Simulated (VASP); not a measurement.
The system is HfC.

```
CELL_PARAMETERS angstrom
0.00000 2.32500 2.32500
2.32500 0.00000 2.32500
2.32500 2.32500 0.00000
ATOMIC_POSITIONS crystal
Hf 0.50000 0.50000 0.50000
C 0.00000 0.00000 0.00000
```

Base run:

- Program: VASP 6.6.1
- Functional: PBE
- Potentials or basis: VASP PAW PBE potentials, release 64 (Hf_pv, C)
- Cutoff: 520 eV
- k mesh: 12 × 12 × 12
- Occupations: fermi-dirac, width 0.05 eV
- Spin: no spin polarisation

Its results: band gap on the k mesh zero (band 7 reaches 6.95 eV, above the bottom of band 8 at 5.53 eV); pressure -0.4 GPa.

The run is repeated on the same cell with these changes: functional from PBE to PBEsol. What comes out?

Band gap on the k mesh zero (band 7 reaches 6.83 eV, above the bottom of band 8 at 5.39 eV); pressure -7.0 GPa.

PBEsol binds more tightly than PBE, so the same cell stands under less pressure.

Caveats: spin-orbit coupling is left out, which moves the levels of the heavy elements; the PAW data sets were made with another functional, which shifts forces and pressure a little (some runs).
